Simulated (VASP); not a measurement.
Here is a VASP 6.6.1 calculation.

INCAR

```
PREC = Accurate ; ENCUT = 600
EDIFF = 1E-7 ; ISMEAR = -1
SIGMA = 0.05 ; LREAL = False
LASPH = True ; NELM = 150
ALGO = Normal ; ISIF = 3
LWAVE = False ; LCHARG = False
ISPIN = 2 ; MAGMOM = 4 0
LORBIT = 11 ; LMAXMIX = 4
LDAU = True ; LDAUTYPE = 2
LDAUL = 2 -1 ; LDAUU = 3 0
LDAUJ = 0 0 ; LDAUPRINT = 1
GGA = CA ; IBRION = 2
NSW = 60 ; EDIFFG = -0.01
```

The input KPOINTS:

```
Automatic mesh
0
Gamma
  9 9 9
```

The input POSCAR:

```
MnS
1.0
    0.0000000000      2.6045000000      2.6045000000
    2.6045000000      0.0000000000      2.6045000000
    2.6045000000      2.6045000000      0.0000000000
Mn S
1 1
Direct
    0.0000000000      0.0000000000      0.0000000000
    0.5000000000      0.5000000000      0.5000000000
```

Potentials or basis: VASP PAW LDA potentials, release 64 (Mn_pv, S).

Launch:

```bash
$ cat potpaw_LDA.64/Mn_pv/POTCAR potpaw_LDA.64/S/POTCAR > POTCAR
$ mpirun -np 1 vasp_std > vasp.out
```

Q: What does it give for the relaxed cell?

A: a = 3.614 Å, b = 3.614 Å, c = 3.614 Å, α = 60.00°, β = 60.00°, γ = 60.00°.

Q: Predict the relaxed volume.

A: 16.69 Å³/atom.

The path:
| step | energy change (eV) | largest force (eV/Å) | pressure (GPa) | volume (Å³) |
| --- | --- | --- | --- | --- |
| 1 | 0.0000 | 0.0000 | -3.97 | 35.33 |
| 2 | -0.0240 | 0.0000 | 0.49 | 33.14 |
| 3 | -0.0244 | 0.0000 | 0.00 | 33.37 |

Caveat: a cell with one magnetic atom can't hold antiferromagnetic order, which such compounds often take. The state reached can hang on the start; a lower one may exist.
